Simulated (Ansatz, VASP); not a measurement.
AlCuC4N4 in VASP and in Ansatz

```
Al Cu C N
1.0
     5.70554    0.00000    0.00000
     0.00000    5.70554    0.00000
     0.00000    0.00000    5.70554
Al Cu C N
1 1 4 4
Cartesian
  2.8528 2.8528 2.8528
  0.0000 0.0000 0.0000
  1.1097 1.1097 1.1097
  1.1097 4.5959 4.5959
  4.5959 1.1097 4.5959
  4.5959 4.5959 1.1097
  1.7879 1.7879 1.7879
  1.7879 3.9177 3.9177
  3.9177 1.7879 3.9177
  3.9177 3.9177 1.7879
```

Alike in both runs: functional PBE; k mesh 4 × 4 × 4; occupations gaussian, width 0.1 eV; collinear spin.

Ansatz relaxed the structure, and its values are those at the end. VASP's run is a single point on that final structure, the one shown.

```csv
,VASP,Ansatz
version,VASP 6.6.1,Ansatz 0.2.0
potentials or method,"VASP PAW PBE potentials, release 64 (Al, Cu, C, N), cutoff 520 eV","scalar-relativistic, plane waves, PAW"
valence electrons in the cell,50,58
```

Ansatz gave:

* gap on the k mesh at the Fermi level (eV): 3.97
* least direct gap on the mesh (eV): 4.07
* pressure (GPa): -0.1
* rms of the force components (eV/Å): 0.012
* net moment per atom (μB): 0.00

What did VASP give for the same quantities?

gap on the k mesh at the Fermi level (eV): 3.98; least direct gap on the mesh (eV): 4.08; pressure (GPa): 0.4; rms of the force components (eV/Å): 0.162; net moment per atom (μB): 0.00.

One of these differences is far larger than is usual between the two programs; its cause wasn't traced. The functional is the same, so the differences come from potentials, cutoffs and numerics. VASP's potentials hold 50 valence electrons a cell and Ansatz's 58, so a difference there can come from the potentials and not from the codes. Ansatz's warnings: seeded moment not kept.

Noted on VASP's run: the standard files for N, O and F lose accuracy on very short bonds.
